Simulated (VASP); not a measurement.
# C (Fd-3m) in VASP: further runs

Runs on C. Level: PBE. Tasks: single point.

Program: VASP 6.6.1. These are calculated values, not measurements. Logs are shortened: lines on timing, memory, paths and dates and some standing lists are left out, and cuts for length are marked.

## (1) The cell of the first run

It takes space group Fd-3m (No. 227, cubic). The conventional cell has a = 3.424 Å, b = 3.424 Å, c = 3.424 Å, α = 90.00°, β = 90.00°, γ = 90.00°. C (site symmetry -43m) has 4 C at 1.48 Å within 2.0 Å.

## (2) Single point, PBE (strain -0.040 along x and y, -0.040 along z)

Input file INCAR:

```
SYSTEM = C
  PREC = Accurate
  ENCUT = 520
  EDIFF = 1E-6
  ISMEAR = 0
  SIGMA = 0.05
  LREAL = .False.
  LASPH = .True.
  NELM = 80
  ALGO = Normal
  ISIF = 2
  LWAVE = .False.
  LCHARG = .True.
  GGA = PE
  LELF = .True.
  LVHAR = .True.
  NBANDS = 11
```

Input file KPOINTS:

```
Automatic mesh
0
Gamma
  12 12 12
  0 0 0
```

Input file POSCAR:

```
C
1.0
    0.0000000000      1.7120640000      1.7120640000
    1.7120640000      0.0000000000      1.7120640000
    1.7120640000      1.7120640000      0.0000000000
C
2
Direct
    0.5000000000      0.5000000000      0.5000000000
    0.7500000000      0.7500000000      0.7500000000
```

Potentials or basis: VASP PAW PBE potentials, release 64 (C).

Started as:

```console
cat potpaw_PBE.64/C/POTCAR > POTCAR
mpirun -np 1 vasp_std > vasp.out
```

OUTCAR:

```text
SYSTEM = C
   PREC = Accurate
   ENCUT = 520
   EDIFF = 1E-6
   ISMEAR = 0
   LREAL = .False.
   LASPH = .True.
   NELM = 80
   ISIF = 2
   GGA = PE

 ion  position               nearest neighbor table
   1  0.500  0.500  0.500-   2 1.48   2 1.48   2 1.48   2 1.48
   2  0.750  0.750  0.750-   1 1.48   1 1.48   1 1.48   1 1.48

  LATTYP: Found a face centered cubic cell.
 ALAT       =     3.4241280000

  Lattice vectors:

 A1 = (   0.0000000000,   1.7120640000,   1.7120640000)
 A2 = (   1.7120640000,   0.0000000000,   1.7120640000)
 A3 = (   1.7120640000,   1.7120640000,   0.0000000000)

Analysis of symmetry for initial positions (statically):
=====================================================================
 Subroutine PRICEL returns:
 Original cell was already a primitive cell.

 Routine SETGRP: Setting up the symmetry group for a
 face centered cubic supercell.

 Subroutine GETGRP returns: Found 48 space group operations
 (whereof 24 operations were pure point group operations)
 out of a pool of 48 trial point group operations.

The static configuration has the point symmetry T_d .
 The point group associated with its full space group is O_h .

Analysis of symmetry for dynamics (positions and initial velocities):
=====================================================================
 Subroutine PRICEL returns:
 Original cell was already a primitive cell.

 Routine SETGRP: Setting up the symmetry group for a
 face centered cubic supercell.

 Subroutine GETGRP returns: Found 48 space group operations
 (whereof 24 operations were pure point group operations)
 out of a pool of 48 trial point group operations.

The dynamic configuration has the point symmetry T_d .
 The point group associated with its full space group is O_h .

 Subroutine INISYM returns: Found 48 space group operations
 (whereof 24 operations are pure point group operations),
 and found     1 'primitive' translations

----------------------------------------------------------------------------------------

                                     Primitive cell

  volume of cell :      10.0367

  direct lattice vectors                    reciprocal lattice vectors
     0.000000000  1.712064000  1.712064000    -0.292045157  0.292045157  0.292045157
     1.712064000  0.000000000  1.712064000     0.292045157 -0.292045157  0.292045157
[... 86 lines left out ...]
   LREAL  =      F    real-space projection
   EDIFFG = 0.1E-04   stopping-criterion for IOM
   NSW    =      0    number of steps for IOM
   IBRION =     -1    ionic relax: 0-MD 1-quasi-New 2-CG
   NFREE  =      0    steps in history (QN), initial steepest desc. (CG)
   ISIF   =      2    stress and relaxation
   ISYM   =      2    0-nonsym 1-usesym 2-fastsym
   POTIM  = 0.5000    time-step for ionic-motion
   TEBEG  =    0.0;   TEEND  =   0.0 temperature during run
   PSTRESS=    0.0 pullay stress
   NELECT =       8.0000    total number of electrons
   NUPDOWN=      -1.0000    fix difference up-down
   EMIN   =  10.00;   EMAX   =-10.00  energy-range for DOS
   EFERMI =   0.00;   METHOD = LEGACY
   ISMEAR =     0;   SIGMA  =   0.05  broadening in eV -4-tet -1-fermi 0-gaus
   EFERMI_NEDOS =   21; number of points for ismear=-14 and -15
   IALGO  =     38    algorithm
   IMIX   =      4    mixing-type and parameters
     AMIX     =   0.40;   BMIX     =  1.00
     AMIX_MAG =   1.60;   BMIX_MAG =  1.00
  volume/ion in A,a.u.               =       5.02        33.87
  Fermi-wavevector in a.u.,A,eV,Ry     =   1.517894  2.868404 31.347861  2.304003
  Thomas-Fermi vector in A             =   2.627088
   LORBIT       =      0    0 simple, 1 ext, 2 COOP (PROOUT), +10 PAW based schemes
   GGA     = PE    functional components
   LHFCALC =     F    Hartree Fock is set to
   AEXX    =    0.0000 exact exchange contribution
   IVDW    =     0    specifies the selected vdW correction
   LEPSILON=     F    determine dielectric tensor
   LRPA    =     F    only Hartree local field effects (RPA)
 non-spin polarized calculation
 Gauss-broadening in eV      SIGMA  =   0.05
  energy-cutoff  :      520.00
  volume of cell :       10.04
 maximum number of plane-waves:       290
 NGX is ok and might be reduce to    18
   NGX =  9   NGY =  9   NGZ =  9

 number of electron       7.9999997 magnetization

 Free energy of the ion-electron system (eV)
  ---------------------------------------------------
  ext. energy  EPLUGINS =         0.00000000
  ---------------------------------------------------
  free energy    TOTEN  =       -17.91165270 eV

  energy without entropy =      -17.91165270  energy(sigma->0) =      -17.91165270

 E-fermi :  11.9604     XC(G=0): -13.8744

 val. band max:       11.5838874152   @ k =   0.0000   0.0000   0.0000
 cond. band min:      16.0253332104   @ k =   0.3333   0.3333   0.0000
 fundamental gap:      4.4414457952
 Fermi energy:        11.9603679724

 k-point     1 :       0.0000    0.0000    0.0000
  band No.  band energies     occupation
      1     -11.6111      2.00000
      2      11.5839      2.00000
      3      11.5839      2.00000
      4      11.5839      2.00000
      5      17.5124      0.00000
      6      17.5124      0.00000
      7      17.5124      0.00000
      8      27.8312      0.00000
      9      32.5288      0.00000
     10      39.5109      0.00000
     11      39.5109      0.00000
[... 309 lines left out ...]
 k-point    24 :      -0.4167    0.1667    0.0000
  band No.  band energies     occupation
      1      -4.7162      2.00000
      2      -2.2161      2.00000
      3       5.5749      2.00000
      4       7.5529      2.00000
      5      19.6033      0.00000
      6      22.6153      0.00000
      7      24.4577      0.00000
      8      28.5267      0.00000
      9      32.5302      0.00000
     10      37.1921      0.00000
     11      38.6347      0.00000

 [... further k-points ...]
[... 5 lines left out ...]
  --------------------------------------------------------------------------------------
  -------------------------------------------------------------------------------------
  Total        4.3992083      4.3992083      4.3992083     -0.0000000      0.0000000      0.0000000
  in kB      702.2554655    702.2554655    702.2554655     -0.0000000      0.0000000      0.0000000
  external PRESSURE =     702.2554655 kB  Pullay stress =       0.0000000 kB

 VOLUME and BASIS-vectors are now :
 -----------------------------------------------------------------------------
  energy-cutoff  :      520.00
  volume of cell :       10.04
      direct lattice vectors                 reciprocal lattice vectors
     0.000000000  1.712064000  1.712064000    -0.292045157  0.292045157  0.292045157
     1.712064000  0.000000000  1.712064000     0.292045157 -0.292045157  0.292045157
     1.712064000  1.712064000  0.000000000     0.292045157  0.292045157 -0.292045157

 POSITION                                       TOTAL-FORCE (eV/Angst)
 -----------------------------------------------------------------------------------
      1.71206      1.71206      1.71206        -0.000000     -0.000000      0.000000
      2.56810      2.56810      2.56810         0.000000      0.000000     -0.000000
 -----------------------------------------------------------------------------------
    total drift:                                0.000000     -0.000000      0.000000

  FREE ENERGIE OF THE ION-ELECTRON SYSTEM (eV)
  ---------------------------------------------------
  free  energy   TOTEN  =       -17.9116527044 eV

  energy  without entropy=      -17.9116527044  energy(sigma->0) =      -17.91165270
```

OSZICAR:

```text
N       E                     dE             d eps       ncg     rms          rms(c)
DAV:   1     0.197832912887E+01    0.19783E+01   -0.48059E+03  1672   0.707E+02
DAV:   2    -0.184604292204E+02   -0.20439E+02   -0.19787E+02  2092   0.134E+02
DAV:   3    -0.188130927147E+02   -0.35266E+00   -0.35190E+00  1848   0.134E+01
DAV:   4    -0.188135562438E+02   -0.46353E-03   -0.46352E-03  1712   0.624E-01
DAV:   5    -0.188135566799E+02   -0.43607E-06   -0.43594E-06  1850   0.177E-02    0.650E+00
DAV:   6    -0.181365271867E+02    0.67703E+00   -0.35427E-01  1617   0.430E+00    0.390E+00
DAV:   7    -0.179094489247E+02    0.22708E+00   -0.41891E-01  1704   0.473E+00    0.972E-01
DAV:   8    -0.179116039396E+02   -0.21550E-02   -0.10798E-02  1686   0.808E-01    0.484E-02
DAV:   9    -0.179116321843E+02   -0.28245E-04   -0.63829E-05  1867   0.643E-02    0.272E-02
DAV:  10    -0.179116525610E+02   -0.20377E-04   -0.13434E-05  1724   0.338E-02    0.534E-03
DAV:  11    -0.179116527044E+02   -0.14342E-06   -0.23001E-07  1411   0.462E-03
   1 F= -.17911653E+02 E0= -.17911653E+02  d E =-.116826E-28
```

It took 5.5 s on 1 thread of Intel Xeon 6975P-C, shared host; peak memory 0.11 GiB.

Results:

| Item | Value |
| --- | --- |
| Free energy | -17.9117 eV |
| Pressure | 70.2 GPa |
| Band gap on the k mesh | 4.44 eV, indirect (least direct gap 5.93 eV) |

Caveat: the cell differs from its parent crystal (strain -0.040 along x and y, -0.040 along z).

## (3) Single point, PBE (strain +0.040 along x and y, +0.040 along z)

Input file INCAR:

```
PREC     = Accurate       # precision mode
ENCUT    = 520            # plane-wave cutoff, eV
EDIFF    = 1E-6           # SCF threshold, eV
ISMEAR   = 0              # smearing method
SIGMA    = 0.05           # smearing width, eV
LREAL    = False          # projectors in reciprocal space
LASPH    = True           # aspherical terms in the spheres
NELM     = 80             # most SCF steps
ALGO     = Normal         # electronic algorithm
ISIF     = 2              # what is computed and relaxed
LWAVE    = False          # write WAVECAR
LCHARG   = False          # write CHGCAR
GGA      = PE             # functional
NBANDS   = 11             # bands
```

Input file KPOINTS:

```
regular mesh
0
Gamma
  12 12 12
```

Input file POSCAR:

```
C
1.0
    0.0000000000      1.8547360000      1.8547360000
    1.8547360000      0.0000000000      1.8547360000
    1.8547360000      1.8547360000      0.0000000000
C
2
Direct
    0.5000000000      0.5000000000      0.5000000000
    0.7500000000      0.7500000000      0.7500000000
```

Potentials or basis: VASP PAW PBE potentials, release 64 (C).

Started as:

```console
cat potpaw_PBE.64/C/POTCAR > POTCAR
mpirun -np 1 vasp_std > vasp.out
```

OUTCAR:

```text
PREC = Accurate
   ENCUT = 520
   EDIFF = 1E-6
   ISMEAR = 0
   LREAL = False
   LASPH = True
   NELM = 80
   ISIF = 2
   GGA = PE

 ion  position               nearest neighbor table
   1  0.500  0.500  0.500-   2 1.61   2 1.61   2 1.61   2 1.61
   2  0.750  0.750  0.750-   1 1.61   1 1.61   1 1.61   1 1.61

  LATTYP: Found a face centered cubic cell.
 ALAT       =     3.7094720000

  Lattice vectors:

 A1 = (   0.0000000000,   1.8547360000,   1.8547360000)
 A2 = (   1.8547360000,   0.0000000000,   1.8547360000)
[... 515 lines left out ...]
      7      17.8796      0.00000
      8      22.1490      0.00000
      9      26.2855      0.00000
     10      30.5902      0.00000
     11      31.0302      0.00000

 [... further k-points ...]
[... 5 lines left out ...]
  --------------------------------------------------------------------------------------
  -------------------------------------------------------------------------------------
  Total       -3.1436818     -3.1436818     -3.1436818     -0.0000000     -0.0000000     -0.0000000
  in kB     -394.7052080   -394.7052080   -394.7052080     -0.0000000     -0.0000000     -0.0000000
  external PRESSURE =    -394.7052080 kB  Pullay stress =       0.0000000 kB

 VOLUME and BASIS-vectors are now :
 -----------------------------------------------------------------------------
  energy-cutoff  :      520.00
  volume of cell :       12.76
      direct lattice vectors                 reciprocal lattice vectors
     0.000000000  1.854736000  1.854736000    -0.269580145  0.269580145  0.269580145
     1.854736000  0.000000000  1.854736000     0.269580145 -0.269580145  0.269580145
     1.854736000  1.854736000  0.000000000     0.269580145  0.269580145 -0.269580145

 POSITION                                       TOTAL-FORCE (eV/Angst)
 -----------------------------------------------------------------------------------
      1.85474      1.85474      1.85474        -0.000000     -0.000000     -0.000000
      2.78210      2.78210      2.78210         0.000000      0.000000      0.000000
 -----------------------------------------------------------------------------------
    total drift:                                0.000000     -0.000000      0.000000

  FREE ENERGIE OF THE ION-ELECTRON SYSTEM (eV)
  ---------------------------------------------------
  free  energy   TOTEN  =       -18.0053329690 eV

  energy  without entropy=      -18.0053329690  energy(sigma->0) =      -18.00533297
```

OSZICAR:

```text
N       E                     dE             d eps       ncg     rms          rms(c)
DAV:   1     0.961395828158E+00    0.96140E+00   -0.45718E+03  1627   0.684E+02
DAV:   2    -0.180350343251E+02   -0.18996E+02   -0.18393E+02  2081   0.123E+02
DAV:   3    -0.184378126988E+02   -0.40278E+00   -0.40180E+00  1848   0.139E+01
DAV:   4    -0.184386326556E+02   -0.81996E-03   -0.81993E-03  1703   0.771E-01
DAV:   5    -0.184386338207E+02   -0.11650E-05   -0.11650E-05  1832   0.278E-02    0.476E+00
DAV:   6    -0.181133447637E+02    0.32529E+00   -0.17072E-01  1623   0.284E+00    0.284E+00
DAV:   7    -0.180037404717E+02    0.10960E+00   -0.21846E-01  1701   0.325E+00    0.582E-01
DAV:   8    -0.180052619350E+02   -0.15215E-02   -0.65390E-03  1638   0.584E-01    0.401E-02
DAV:   9    -0.180053133345E+02   -0.51399E-04   -0.64793E-05  1899   0.644E-02    0.224E-02
DAV:  10    -0.180053329428E+02   -0.19608E-04   -0.16934E-05  1680   0.346E-02    0.485E-03
DAV:  11    -0.180053329690E+02   -0.26168E-07   -0.24924E-07  1343   0.440E-03
   1 F= -.18005333E+02 E0= -.18005333E+02  d E =-.219256E-11
```

Run time: 5.5 s. Hardware: 1 thread of Intel Xeon 6975P-C, shared host; peak memory 0.12 GiB.

What came out:

- Free energy: -18.0053 eV
- Pressure: -39.5 GPa
- Band gap on the k mesh: 3.89 eV, indirect (least direct gap 5.27 eV)

Levels at points of the mesh, in eV from the valence-band top:
```csv
k point,band 1,band 2,band 3,band 4,band 5,band 6,band 7,band 8,band 9
"(0.00, 0.00, 0.00)",-19.96,0.00,0.00,0.00,5.27,5.27,5.27,10.74,17.86
"(0.50, 0.00, 0.00)",-14.83,-12.14,-2.51,-2.51,7.31,7.96,7.96,14.57,20.30
"(0.50, 0.50, 0.00)",-11.98,-11.98,-5.62,-5.62,4.51,4.51,15.09,15.09,21.16
```

Caveat: the cell differs from its parent crystal (strain +0.040 along x and y, +0.040 along z). A k mesh can miss the band edges.
